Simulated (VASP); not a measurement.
Write the native input for VASP 6.6.1 that does the following.

- Task: single point
- Functional: PBE
- Potentials or basis: VASP PAW PBE potentials, release 64 (Eu, O)
- Cutoff: 600 eV
- k mesh: 6 × 6 × 6
- Occupations: gaussian, width 0.05 eV
- Spin: collinear spin, ferromagnetic start
- Starting moments: [7.53, 0.32] μB
- Fixed moment: 7.7 μB
- Hubbard terms: Eu f U = 7.0 eV
- Dipole correction: no
- Further INCAR settings: ALGO = Normal; EDIFF = 1e-06; NBANDS = 22

The structure of EuO lies in POSCAR:

```
EuO
1.0
    0.0000000000      2.5719519700      2.5719519700
    2.5719519700      0.0000000000      2.5719519700
    2.5719519700      2.5719519700      0.0000000000
Eu O
1 1
Direct
    0.5000000000      0.5000000000      0.5000000000
    0.0000000000      0.0000000000      0.0000000000
```

The input as run:

INCAR

```
SYSTEM = EuO
PREC = Accurate
ENCUT = 600
EDIFF = 1E-6
ISMEAR = 0
SIGMA = 0.05
LREAL = .False.
LASPH = .True.
NELM = 200
ALGO = Normal
ISIF = 2
LWAVE = .False.
LCHARG = .True.
ISPIN = 2
MAGMOM = 7.53 0.32
LORBIT = 11
NUPDOWN = 7.7
LMAXMIX = 6
LDAU = .True.
LDAUTYPE = 2
LDAUL = 3 -1
LDAUU = 7 0
LDAUJ = 0 0
LDAUPRINT = 1
GGA = PE
LELF = .True.
LVHAR = .True.
NBANDS = 22
GGA_COMPAT = .False.
```

KPOINTS

```
regular mesh
0
Gamma
  6 6 6
  0 0 0
```

Potentials or basis: VASP PAW PBE potentials, release 64 (Eu, O).

Run with:

```console
$ cat potpaw_PBE.64/Eu/POTCAR potpaw_PBE.64/O/POTCAR > POTCAR
$ mpirun -np 1 vasp_std > vasp.out
```

Results of the run:

* Pressure: 3.8 GPa
* Net moment: 7.70 μB per cell
* Site moments: Eu +6.87; O +0.20 μB
* Valence electrons inside the program's atomic spheres: Eu 15.01; O 4.91

Caveat: the cell stands under pressure; the total moment is fixed, so each spin has its own Fermi level; a cell with one magnetic atom can't hold antiferromagnetic order, which such compounds often take.

It took 110 s on 1 thread of Intel Xeon 8259CL, on a shared host, peak memory 0.21 GiB.
